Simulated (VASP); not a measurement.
Here is a VASP 6.6.1 calculation.

The input INCAR:

```
SYSTEM = MoS2
PREC = Accurate
ENCUT = 520
EDIFF = 1E-6
ISMEAR = 1
SIGMA = 0.113
LREAL = .FALSE.
LASPH = .TRUE.
NELM = 80
ALGO = Normal
ISIF = 2
LWAVE = .FALSE.
LCHARG = .FALSE.
GGA = PS
NBANDS = 35
```

The input KPOINTS:

```
regular mesh
0
G
  12 12 4
  0 0 0
```

The input POSCAR:

```
MoS2
1.0
    2.9328942499      0.0000000000      0.0000000000
   -1.4664471250      2.5399609271      0.0000000000
    0.0000000000      0.0000000000     14.0773058209
Mo S
2 4
Direct
    0.3333333333      0.6666666667      0.2500000000
    0.6666666667      0.3333333333      0.7500000000
    0.3333333333      0.6666666667      0.6259932117
    0.6666666667      0.3333333333      0.1259932117
    0.3333333333      0.6666666667      0.8740067883
    0.6666666667      0.3333333333      0.3740067883
```

Potentials or basis: VASP PAW PBE potentials, release 64 (Mo_sv, S).

Launch:

```sh
$ cat potpaw_PBE.64/Mo_sv/POTCAR potpaw_PBE.64/S/POTCAR > POTCAR
$ mpirun -np 1 vasp_std > vasp.out
```

**Question.** Predict the band gap on the k mesh.

**Answer.** 0.80 eV (least direct gap 1.29 eV).

**Question.** What does it give for the pressure?

**Answer.** 3.0 GPa.

**Question.** What does it give for the largest force?

**Answer.** 1.842 eV/Å.

Stress tensor (GPa, compression positive):
```
 14.64   0.00   0.00
  0.00  14.64   0.00
  0.00   0.00 -20.37
```

Caveat: the PAW data sets were made with another functional, which shifts forces and pressure a little; this functional lacks dispersion, which binds the layers, so the pressure and a relaxed spacing across them are unreliable. A k mesh can miss the band edges.
